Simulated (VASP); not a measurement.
Write the native input for VASP 6.6.1 that does the following.

```
Task                   : single point
Functional             : LDA
Potentials or basis    : VASP PAW LDA potentials, release 64 (Ti_sv)
Cutoff                 : 520 eV
k mesh                 : 18 × 18 × 18
Occupations            : fermi-dirac, width 0.1 eV
Spin                   : no spin polarisation
Dipole correction      : no
Further INCAR settings : ALGO = Normal; EDIFF = 1e-06; NBANDS = 12
```

The structure of Ti lies in POSCAR:

```
Ti
1.0
    0.0000000000      1.5344144392      1.5344144392
    1.5344144392      0.0000000000      1.5344144392
    1.5344144392      1.5344144392      0.0000000000
Ti
1
Direct
    0.0000000000      0.0000000000      0.0000000000
```

This cell differs from its parent crystal: volume scaled by 0.45.

These files were run (other wordings do the same):

INCAR

```
SYSTEM = Ti
PREC = Accurate
ENCUT = 520
EDIFF = 1E-6
ISMEAR = -1
SIGMA = 0.1
LREAL = .False.
LASPH = .True.
NELM = 80
ALGO = Normal
ISIF = 2
LWAVE = .False.
LCHARG = .False.
NBANDS = 12
```

KPOINTS

```
regular mesh
0
Gamma
  18 18 18
  0 0 0
```

Potentials or basis: VASP PAW LDA potentials, release 64 (Ti_sv).

Command:

```console
$ cat potpaw_LDA.64/Ti_sv/POTCAR > POTCAR
$ mpirun -np 1 vasp_std > vasp.out
```

It gave:

```yaml
Pressure: 337.9 GPa
Band_gap_on_the_k_mesh: zero (band 6 reaches 22.39 eV, above the bottom of band 7 at 20.98 eV)
```

Run time: 4.2 s on 1 thread of Intel(R) Xeon(R) 6975P-C (Granite Rapids), on a shared host, peak memory 0.12 GiB.
